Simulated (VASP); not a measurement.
# InSb (F-43m) in VASP: further runs

Runs on InSb. Level: PBE. Tasks: single point, relaxation of cell and atoms.

All numbers are computed with VASP 6.6.1; they aren't measurements. Logs are shortened: lines on timing, memory, paths and dates and some standing lists are left out, and cuts for length are marked.

**What was measured.**

“Electronic Structure and Epitaxy of CdTe Shells on InSb Nanowires”, 2021, arxiv:2111.05126 quotes, for a bulk crystal of InSb: band gap 0.24 eV.

The runs below are set against these values where they give the same quantity.

**1. The cell of the first run**

Symmetry: F-43m, No. 216, cubic system. The conventional cell has a = 6.635 Å, b = 6.635 Å, c = 6.635 Å, α = 90.00°, β = 90.00°, γ = 90.00°. Within 3.8 Å of In (site symmetry -43m) lie 4 Sb at 2.87 Å. Sb (site symmetry -43m) has 4 In at 2.87 Å within 3.8 Å.

**2. Single point, PBE**

File INCAR:

```
  ALGO = Normal
  EDIFF = 1E-6
  ENCUT = 520
  GGA = PE
  ISIF = 2
  ISMEAR = 0
  LASPH = True
  LCHARG = True
  LELF = True
  LREAL = False
  LVHAR = True
  LWAVE = False
  NBANDS = 16
  NELM = 100
  PREC = Accurate
  SIGMA = 0.1
```

File KPOINTS:

```
k-points
0
Gamma
  12 12 12
```

File POSCAR:

```
InSb
1.0
    0.0000000000      3.3174249865      3.3174249865
    3.3174249865      0.0000000000      3.3174249865
    3.3174249865      3.3174249865      0.0000000000
In Sb
1 1
Direct
    0.0000000000      0.0000000000      0.0000000000
    0.2500000000      0.2500000000      0.2500000000
```

Potentials or basis: VASP PAW PBE potentials, release 64 (In_d, Sb).

Started as:

```sh
> cat potpaw_PBE.64/In_d/POTCAR potpaw_PBE.64/Sb/POTCAR > POTCAR
> mpirun -np 1 vasp_std > vasp.out
```

OUTCAR:

```text
EDIFF = 1E-6
   ENCUT = 520
   GGA = PE
   ISIF = 2
   ISMEAR = 0
   LASPH = True
   LREAL = False
   NELM = 100
   PREC = Accurate

 ion  position               nearest neighbor table
   1  0.000  0.000  0.000-   2 2.87   2 2.87   2 2.87   2 2.87
   2  0.250  0.250  0.250-   1 2.87   1 2.87   1 2.87   1 2.87

  LATTYP: Found a face centered cubic cell.
 ALAT       =     6.6348499730

  Lattice vectors:

 A1 = (   0.0000000000,   3.3174249865,   3.3174249865)
 A2 = (   3.3174249865,   0.0000000000,   3.3174249865)
 A3 = (   3.3174249865,   3.3174249865,   0.0000000000)

Analysis of symmetry for initial positions (statically):
=====================================================================
 Subroutine PRICEL returns:
 Original cell was already a primitive cell.

 Routine SETGRP: Setting up the symmetry group for a
 face centered cubic supercell.

 Subroutine GETGRP returns: Found 24 space group operations
 (whereof 24 operations were pure point group operations)
 out of a pool of 48 trial point group operations.

The static configuration has the point symmetry T_d .

Analysis of symmetry for dynamics (positions and initial velocities):
=====================================================================
 Subroutine PRICEL returns:
 Original cell was already a primitive cell.

 Routine SETGRP: Setting up the symmetry group for a
 face centered cubic supercell.

 Subroutine GETGRP returns: Found 24 space group operations
 (whereof 24 operations were pure point group operations)
 out of a pool of 48 trial point group operations.

The dynamic configuration has the point symmetry T_d .

 Subroutine INISYM returns: Found 24 space group operations
 (whereof 24 operations are pure point group operations),
 and found     1 'primitive' translations

----------------------------------------------------------------------------------------

                                     Primitive cell

  volume of cell :      73.0186

  direct lattice vectors                    reciprocal lattice vectors
     0.000000000  3.317424986  3.317424986    -0.150719309  0.150719309  0.150719309
     3.317424986  0.000000000  3.317424986     0.150719309 -0.150719309  0.150719309
     3.317424986  3.317424986  0.000000000     0.150719309  0.150719309 -0.150719309

  length of vectors
     4.691547408  4.691547408  4.691547408     0.261053500  0.261053500  0.261053500

  position of ions in fractional coordinates (direct lattice)
     0.000000000  0.000000000  0.000000000
     0.250000000  0.250000000  0.250000000

  ion indices of the primitive-cell ions
   primitive index   ion index
                 1           1
                 2           2

----------------------------------------------------------------------------------------

 KPOINTS: k-points

Automatic generation of k-mesh.
 Grid dimensions read from file:
 generate k-points for:   12   12   12

 Generating k-lattice:

  Cartesian coordinates                     Fractional coordinates (reciprocal lattice)
    -0.012559942  0.012559942  0.012559942     0.083333333  0.000000000  0.000000000
     0.012559942 -0.012559942  0.012559942     0.000000000  0.083333333  0.000000000
     0.012559942  0.012559942 -0.012559942     0.000000000  0.000000000  0.083333333

  Length of vectors
     0.021754458  0.021754458  0.021754458

  Shift w.r.t. Gamma in fractional coordinates (k-lattice)
     0.000000000  0.000000000  0.000000000

 Subroutine IBZKPT returns following result:
 ===========================================

 Found     72 irreducible k-points:

 Following reciprocal coordinates:
            Coordinates               Weight
  0.000000  0.000000  0.000000      1.000000
  0.083333  0.000000  0.000000      8.000000
  0.166667  0.000000  0.000000      8.000000
  0.250000  0.000000  0.000000      8.000000
  0.333333  0.000000  0.000000      8.000000
  0.416667  0.000000  0.000000      8.000000
[... 16 lines left out ...]
  0.500000  0.166667  0.000000     24.000000
 -0.416667  0.166667  0.000000     24.000000
 [... further k-points ...]
   k-points           NKPTS =     72   k-points in BZ     NKDIM =     72   number of bands    NBANDS=     16
   number of dos      NEDOS =    301   number of ions     NIONS =      2
   total plane-waves  NPLWV =  46656
   dimension x,y,z NGX =    36 NGY =   36 NGZ =   36
   dimension x,y,z NGXF=    72 NGYF=   72 NGZF=   72
   ions per type =               1   1
   NGX,Y,Z   is equivalent  to a cutoff of  12.76, 12.76, 12.76 a.u.
   NGXF,Y,Z  is equivalent  to a cutoff of  25.51, 25.51, 25.51 a.u.
 SYSTEM =  unknown system
   PREC   = accura    normal or accurate (medium, high low for compatibility)
   ISTART =      0    job   : 0-new  1-cont  2-samecut
   ICHARG =      2    charge: 1-file 2-atom 10-const
   ISPIN  =      1    spin polarized calculation?
   LNONCOLLINEAR =      F non collinear calculations
   LSORBIT =      F    spin-orbit coupling
   LASPH  =      T    aspherical Exc in radial PAW
   ENCUT  =  520.0 eV  38.22 Ry    6.18 a.u.   8.72  8.72  8.72*2*pi/ulx,y,z
   NELM   =    100;   NELMIN=  2; NELMDL= -5     # of ELM steps
   EDIFF  = 0.1E-05   stopping-criterion for ELM
   LREAL  =      F    real-space projection
   EDIFFG = 0.1E-04   stopping-criterion for IOM
   NSW    =      0    number of steps for IOM
   IBRION =     -1    ionic relax: 0-MD 1-quasi-New 2-CG
   NFREE  =      0    steps in history (QN), initial steepest desc. (CG)
   ISIF   =      2    stress and relaxation
   ISYM   =      2    0-nonsym 1-usesym 2-fastsym
   POTIM  = 0.5000    time-step for ionic-motion
   TEBEG  =    0.0;   TEEND  =   0.0 temperature during run
   PSTRESS=    0.0 pullay stress
   NELECT =      18.0000    total number of electrons
   NUPDOWN=      -1.0000    fix difference up-down
   EMIN   =  10.00;   EMAX   =-10.00  energy-range for DOS
   EFERMI =   0.00;   METHOD = LEGACY
   ISMEAR =     0;   SIGMA  =   0.10  broadening in eV -4-tet -1-fermi 0-gaus
   EFERMI_NEDOS =   21; number of points for ismear=-14 and -15
   IALGO  =     38    algorithm
   IMIX   =      4    mixing-type and parameters
     AMIX     =   0.40;   BMIX     =  1.00
     AMIX_MAG =   1.60;   BMIX_MAG =  1.00
  volume/ion in A,a.u.               =      36.51       246.38
  Fermi-wavevector in a.u.,A,eV,Ry     =   1.026490  1.939784 14.336199  1.053681
  Thomas-Fermi vector in A             =   2.160385
   LORBIT       =      0    0 simple, 1 ext, 2 COOP (PROOUT), +10 PAW based schemes
   GGA     = PE    functional components
   LHFCALC =     F    Hartree Fock is set to
   AEXX    =    0.0000 exact exchange contribution
   IVDW    =     0    specifies the selected vdW correction
   LEPSILON=     F    determine dielectric tensor
   LRPA    =     F    only Hartree local field effects (RPA)
 non-spin polarized calculation
 Gauss-broadening in eV      SIGMA  =   0.10
  energy-cutoff  :      520.00
  volume of cell :       73.02
 maximum number of plane-waves:      1992
   NGX = 17   NGY = 17   NGZ = 17

 number of electron      18.0000008 magnetization

 Free energy of the ion-electron system (eV)
  ---------------------------------------------------
  ext. energy  EPLUGINS =         0.00000000
  ---------------------------------------------------
  free energy    TOTEN  =        -6.95317553 eV

  energy without entropy =       -6.95302135  energy(sigma->0) =       -6.95309844

 E-fermi :   4.4415     XC(G=0):  -8.3838

 val. band max:        4.3800767267   @ k =   0.0000   0.0000   0.0000
 cond. band min:       4.7991348060   @ k =   0.5000   0.0000   0.0000
 fundamental gap:      0.4190580792
 Fermi energy:         4.4415161286

 k-point     1 :       0.0000    0.0000    0.0000
  band No.  band energies     occupation
      1     -10.0883      2.00000
      2     -10.0883      2.00000
      3     -10.0883      2.00000
      4     -10.0214      2.00000
      5     -10.0214      2.00000
      6      -5.9069      2.00000
[... 8 lines left out ...]
     15      12.5167      0.00000
     16      12.5167      0.00000

 k-point     2 :       0.0833    0.0000    0.0000
  band No.  band energies     occupation
      1     -10.0906      2.00000
      2     -10.0871      2.00000
      3     -10.0871      2.00000
      4     -10.0215      2.00000
      5     -10.0215      2.00000
      6      -5.8500      2.00000
[... 8 lines left out ...]
     15      12.0569      0.00000
     16      12.0569      0.00000

 k-point     3 :       0.1667    0.0000    0.0000
  band No.  band energies     occupation
      1     -10.0971      2.00000
      2     -10.0841      2.00000
      3     -10.0841      2.00000
      4     -10.0216      2.00000
      5     -10.0216      2.00000
      6      -5.6840      2.00000
[... 8 lines left out ...]
     15      11.6492      0.00000
     16      11.6492      0.00000

 k-point     4 :       0.2500    0.0000    0.0000
  band No.  band energies     occupation
      1     -10.1058      2.00000
      2     -10.0803      2.00000
      3     -10.0803      2.00000
      4     -10.0214      2.00000
      5     -10.0214      2.00000
      6      -5.4263      2.00000
[... 8 lines left out ...]
     15      11.6122      0.00000
     16      11.6122      0.00000

 k-point     5 :       0.3333    0.0000    0.0000
  band No.  band energies     occupation
      1     -10.1145      2.00000
      2     -10.0769      2.00000
      3     -10.0769      2.00000
      4     -10.0209      2.00000
      5     -10.0209      2.00000
      6      -5.1160      2.00000
[... 8 lines left out ...]
     15      12.0155      0.00000
     16      12.0155      0.00000

 k-point     6 :       0.4167    0.0000    0.0000
  band No.  band energies     occupation
      1     -10.1207      2.00000
      2     -10.0746      2.00000
      3     -10.0746      2.00000
      4     -10.0202      2.00000
      5     -10.0202      2.00000
      6      -4.8347      2.00000
[... 8 lines left out ...]
     15      12.7589      0.00000
     16      12.7589      0.00000
[... 267 lines left out ...]
 k-point    21 :       0.3333    0.1667    0.0000
  band No.  band energies     occupation
      1     -10.1191      2.00000
      2     -10.0737      2.00000
      3     -10.0723      2.00000
      4     -10.0260      2.00000
      5     -10.0183      2.00000
      6      -5.1423      2.00000
[... 8 lines left out ...]
     15      12.5801      0.00000
     16      12.9158      0.00000

 k-point    22 :       0.4167    0.1667    0.0000
  band No.  band energies     occupation
      1     -10.1248      2.00000
      2     -10.0717      2.00000
      3     -10.0697      2.00000
      4     -10.0254      2.00000
      5     -10.0183      2.00000
      6      -4.8429      2.00000
[... 8 lines left out ...]
     15      12.7430      0.00000
     16      13.4346      0.00000

 k-point    23 :       0.5000    0.1667    0.0000
  band No.  band energies     occupation
      1     -10.1277      2.00000
      2     -10.0708      2.00000
      3     -10.0687      2.00000
      4     -10.0239      2.00000
      5     -10.0189      2.00000
      6      -4.6135      2.00000
[... 8 lines left out ...]
     15      13.1281      0.00000
     16      13.4595      0.00000

 k-point    24 :      -0.4167    0.1667    0.0000
  band No.  band energies     occupation
      1     -10.1274      2.00000
      2     -10.0708      2.00000
      3     -10.0694      2.00000
      4     -10.0223      2.00000
      5     -10.0203      2.00000
      6      -4.5781      2.00000
[... 8 lines left out ...]
     15      12.4855      0.00000
     16      12.8059      0.00000

 [... further k-points ...]
[... 5 lines left out ...]
  --------------------------------------------------------------------------------------
  -------------------------------------------------------------------------------------
  Total       -0.0108789     -0.0108789     -0.0108789      0.0000000      0.0000000      0.0000000
  in kB       -0.2387046     -0.2387046     -0.2387046      0.0000000      0.0000000      0.0000000
  external PRESSURE =      -0.2387046 kB  Pullay stress =       0.0000000 kB

 VOLUME and BASIS-vectors are now :
 -----------------------------------------------------------------------------
  energy-cutoff  :      520.00
  volume of cell :       73.02
      direct lattice vectors                 reciprocal lattice vectors
     0.000000000  3.317424986  3.317424986    -0.150719309  0.150719309  0.150719309
     3.317424986  0.000000000  3.317424986     0.150719309 -0.150719309  0.150719309
     3.317424986  3.317424986  0.000000000     0.150719309  0.150719309 -0.150719309

 POSITION                                       TOTAL-FORCE (eV/Angst)
 -----------------------------------------------------------------------------------
      0.00000      0.00000      0.00000         0.000000      0.000000      0.000000
      1.65871      1.65871      1.65871        -0.000000     -0.000000     -0.000000
 -----------------------------------------------------------------------------------
    total drift:                               -0.000000     -0.000000     -0.000000

  FREE ENERGIE OF THE ION-ELECTRON SYSTEM (eV)
  ---------------------------------------------------
  free  energy   TOTEN  =        -6.9531755274 eV

  energy  without entropy=       -6.9530213477  energy(sigma->0) =       -6.95309844
```

Run time: 28 s. Hardware: 1 thread of Intel Xeon 6975P-C (Granite Rapids), shared host; peak memory 0.25 GiB.

Results:

```
Free energy            : -6.9532 eV
Pressure               : 0.0 GPa
Band gap on the k mesh : zero (filled and empty bands touch)
```

Caveat: semilocal functionals underestimate gaps, and a narrow one can read as zero; spin-orbit coupling is left out, which moves the levels of the heavy elements.

**3. Single point, PBE**

File INCAR:

```
ALGO = Normal ; EDIFF = 1E-6
ENCUT = 520 ; GGA = PE
ISIF = 2 ; ISMEAR = -1
LASPH = T ; LCHARG = T
LELF = T ; LREAL = F
LVHAR = T ; LWAVE = F
NBANDS = 16 ; NELM = 100
PREC = Accurate ; SIGMA = 0.15
```

KPOINTS is that of step 2.

File POSCAR:

```
InSb
1.0
    0.0000000000      3.3185726850      3.3185726850
    3.3185726850      0.0000000000      3.3185726850
    3.3185726850      3.3185726850      0.0000000000
In Sb
1 1
Direct
    0.0000000000      0.0000000000      0.0000000000
    0.2500000000      0.2500000000      0.2500000000
```

Potentials or basis: VASP PAW PBE potentials, release 64 (In_d, Sb).

Started as:

```sh
> cat potpaw_PBE.64/In_d/POTCAR potpaw_PBE.64/Sb/POTCAR > POTCAR
> mpirun -np 1 vasp_std > vasp.out
```

Wall time 28 s (1 thread of Intel Xeon 6975P-C (Granite Rapids), shared host); peak memory 0.25 GiB.

Results (log left out):

```
Free energy            : -6.9556 eV
Pressure               : 0.0 GPa
Band gap on the k mesh : zero (filled and empty bands touch)
```

Levels at points of the mesh, in eV from the Fermi level:
| k point | band 7 | band 8 | band 9 | band 10 | band 11 | band 12 |
| --- | --- | --- | --- | --- | --- | --- |
| (0.00, 0.00, 0.00) | -0.83 | -0.23 | -0.23 | -0.23 | 2.73 | 2.73 |
| (0.50, 0.00, 0.00) | -5.53 | -1.13 | -1.13 | 0.19 | 3.57 | 3.57 |
| (0.50, 0.50, 0.00) | -5.85 | -2.26 | -2.26 | 1.13 | 1.24 | 7.50 |

Caveat: semilocal functionals underestimate gaps, and a narrow one can read as zero; spin-orbit coupling is left out, which moves the levels of the heavy elements.

**4. Relaxation of cell and atoms, PBE**

File INCAR:

```
ALGO = Normal
EDIFF = 1E-6
EDIFFG = -0.001
ENCUT = 600
GGA = PE
IBRION = 2
ISIF = 3
ISMEAR = -1
LASPH = True
LCHARG = False
LREAL = False
LWAVE = False
NELM = 80
NSW = 80
PREC = Accurate
SIGMA = 0.15
```

KPOINTS is that of step 3.

File POSCAR:

```
InSb
1.0
    0.0000000000      3.3174249865      3.3174249865
    3.3174249865      0.0000000000      3.3174249865
    3.3174249865      3.3174249865      0.0000000000
In Sb
1 1
Direct
    0.0000000000      0.0000000000      0.0000000000
    0.2500000000      0.2500000000      0.2500000000
```

Started as:

```sh
> cat potpaw_PBE.64/In_d/POTCAR potpaw_PBE.64/Sb/POTCAR > POTCAR
> mpirun -np 1 vasp_std > vasp.out
```

It took 47 s on 1 thread of Intel Xeon 6975P-C (Granite Rapids), shared host; peak memory 0.3 GiB.

The run converged. Its results:

```
Free energy                           : -6.9556 eV
Relaxed volume                        : 36.55 Å³/atom
Relaxed cell                          : a = 4.693 Å, b = 4.693 Å, c = 4.693 Å, α = 60.00°, β = 60.00°, γ = 60.00°
Space group after relaxing (to 0.1 Å) : F-43m (No. 216)
Energy gained by relaxing             : 0.0 meV/atom
Ionic steps                           : 2
Pressure after relaxing               : 0.0 GPa
Band gap on the k mesh                : zero (filled and empty bands touch)
```

Final structure:
```
In Sb
1.0
     0.00000    3.31864    3.31864
     3.31864    0.00000    3.31864
     3.31864    3.31864    0.00000
In Sb
1 1
Cartesian
  3.3186 0.0000 3.3186
  1.6593 1.6593 1.6593
```

Levels at points of the mesh, in eV from the Fermi level:
```tsv
k point	band 7	band 8	band 9	band 10	band 11	band 12
(0.00, 0.00, 0.00)	-0.83	-0.23	-0.23	-0.23	2.74	2.74
(0.50, 0.00, 0.00)	-5.53	-1.13	-1.13	0.19	3.57	3.57
(0.50, 0.50, 0.00)	-5.85	-2.26	-2.26	1.13	1.24	7.49
```

Caveat: semilocal functionals underestimate gaps, and a narrow one can read as zero; spin-orbit coupling is left out, which moves the levels of the heavy elements.

**5. Summary**

| task | cell | cutoff (eV) | smearing | gap on the mesh (eV) | pressure (GPa) |
| --- | --- | --- | --- | --- | --- |
| single point | a = 4.692 Å, angles 60.0°, 2 atoms | 520 | gaussian 0.1 eV | none | 0.0 |
| single point | a = 4.693 Å, angles 60.0°, 2 atoms | 520 | fermi-dirac 0.15 eV | none | 0.0 |
| relaxation of cell and atoms | relaxed from a = 4.692 Å, angles 60.0°, 2 atoms | 600 | fermi-dirac 0.15 eV | none | 0.0 |

Alike in all rows: level PBE; potentials or basis VASP PAW PBE potentials, release 64 (In_d, Sb); no spin polarisation; k mesh 12 × 12 × 12.

Caveats: semilocal functionals underestimate gaps, and a narrow one can read as zero; spin-orbit coupling is left out, which moves the levels of the heavy elements.

Total energies depend on the potentials used, so only differences within one code and one set of settings carry meaning.

**6. How close it comes**

Step 2. A measured gap of InSb is 0.24 eV (quoted in “Electronic Structure and Epitaxy of CdTe Shells on InSb Nanowires”, 2021, arxiv:2111.05126); the calculated 0.00 eV misses it by -0.24 eV. Spin-orbit coupling on In, Sb is left out. The value is that of PBE on a finite k mesh, which can miss the band edges, without temperature or zero-point motion. Semilocal functionals fall short of measured gaps as a rule.

The gap in the log of VASP goes by the Fermi energy; the results here count the filled bands.